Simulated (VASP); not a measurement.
SiC, 4 atoms in the cell. It takes space group P6_3mc (No. 186, hexagonal). The conventional cell has a = 3.071 Å, b = 3.071 Å, c = 5.036 Å, α = 90.00°, β = 90.00°, γ = 120.00°. Within 2.5 Å of Si (site symmetry 3m) lie 4 C at 1.88 to 1.89 Å. Within 2.5 Å of C (site symmetry 3m) lie 4 Si at 1.88 to 1.89 Å. 

```yaml
Program: VASP 6.6.1
Task: single point
Functional: HSE06
Potentials_or_basis: VASP PAW PBE potentials, release 64 (Si, C)
Cutoff: 520 eV
k_mesh: 6 × 6 × 4
Occupations: fermi-dirac, width 0.02 eV
Spin: no spin polarisation
Dipole_correction: no
Grid_for_exact_exchange_PRECFOCK: Normal
Further_INCAR_settings: ALGO = Normal; EDIFF = 1e-07; NBANDS = 16
Screening_parameter: 0.2079 1/Å
```

Potentials or basis: VASP PAW PBE potentials, release 64 (Si, C).

Launch:

```sh
$ cat potpaw_PBE.64/Si/POTCAR potpaw_PBE.64/C/POTCAR > POTCAR
$ cp INCAR.step1 INCAR
$ mpirun -np 1 vasp_std > vasp.out
$ cp INCAR.step2 INCAR
$ mpirun -np 1 vasp_std > vasp.out
```

Hardware: 1 thread of Intel(R) Xeon(R) Platinum 8488C (Sapphire Rapids) (shared host).

**Question.** Estimate the wall time of this run.

**Answer.** Wall time 19 min on 1 thread of Intel(R) Xeon(R) Platinum 8488C (Sapphire Rapids), with other jobs on the host, peak memory 0.26 GiB. Counts: k points 21.
